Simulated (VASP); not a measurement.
Here is a VASP 6.6.1 calculation.

Contents of INCAR:

```
SYSTEM = Mg
  PREC = Accurate
  ENCUT = 520
  EDIFF = 1E-8
  ISMEAR = -1
  SIGMA = 0.03
  LREAL = .False.
  LASPH = .True.
  NELM = 100
  ALGO = Normal
  ISIF = 2
  LWAVE = .False.
  LCHARG = .False.
  LEFG = .True.
  NBANDS = 7
```

Contents of KPOINTS:

```
regular mesh
0
Gamma
  19 19 19
  0 0 0
```

Contents of POSCAR:

```
Mg
1.0
   -1.5054583323      1.5054583323      1.5054583323
    1.5054583323     -1.5054583323      1.5054583323
    1.5054583323      1.5054583323     -1.5054583323
Mg
1
Direct
    0.0000000000      0.0000000000      0.0000000000
```

Potentials or basis: VASP PAW LDA potentials, release 64 (Mg).

The run is started by

```bash
$ cat potpaw_LDA.64/Mg/POTCAR > POTCAR
$ mpirun -np 1 vasp_std > vasp.out
```

(1) What does it give for the band gap on the k mesh?

(2) Estimate the pressure.

Results:

(1) zero (band 1 reaches 9.27 eV, above the bottom of band 2 at 5.02 eV).

(2) 44.1 GPa.

Caveat: without QUAD_EFG the Cq values of the log hold for a quadrupole moment of 1 mb, not for the nuclei.
